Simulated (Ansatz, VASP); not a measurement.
**One calculation of CuO, two programs**

```
CELL_PARAMETERS angstrom
3.17953 0.00000 0.00000
-1.58977 2.75356 0.00000
0.00000 0.00000 4.43149
ATOMIC_POSITIONS crystal
Cu 0.00000 0.00000 0.00000
Cu 0.00000 0.00000 0.50000
O 0.33333 0.66667 0.25000
O 0.66667 0.33333 0.75000
```

Alike in both runs: task single point; functional PBEsol; k mesh 7 × 7 × 4; occupations gaussian, width 0.05 eV; collinear spin; Hubbard terms Cu d U = 2.0 eV.

|  | VASP | Ansatz |
| --- | --- | --- |
| version | VASP 6.6.1 | Ansatz 0.2.0 |
| potentials or method | VASP PAW PBE potentials, release 64 (Cu, O), cutoff 520 eV | scalar-relativistic, plane waves, PAW |
| valence electrons in the cell | 34 | 50 |

|  | VASP | Ansatz | Ansatz less VASP |
| --- | --- | --- | --- |
| gap on the k mesh at the Fermi level (eV) | none | none | - |
| pressure (GPa) | -3.5 | -1.0 | +2.49 |
| traceless stress, the component that is largest in VASP (GPa) | 29.55 | 29.42 | -0.130 |
| net moment per atom (μB) | 0.35 | 0.34 | -0.016 |
| size of the moment on the site where the two differ most (μB) | 0.30 | 0.32 | +0.020 |

VASP's potentials were made for PBE, not for PBEsol. Site moments also hang on the region over which each program counts them. The programs project onto different local orbitals, so the same U acts differently, and such runs can settle in different states. A gap of «none» marks a metal or a gap that the smearing closes. VASP's potentials hold 34 valence electrons a cell and Ansatz's 50, so a difference there can come from the potentials and not from the codes. Ansatz's warnings: filled band counts differ across k points.
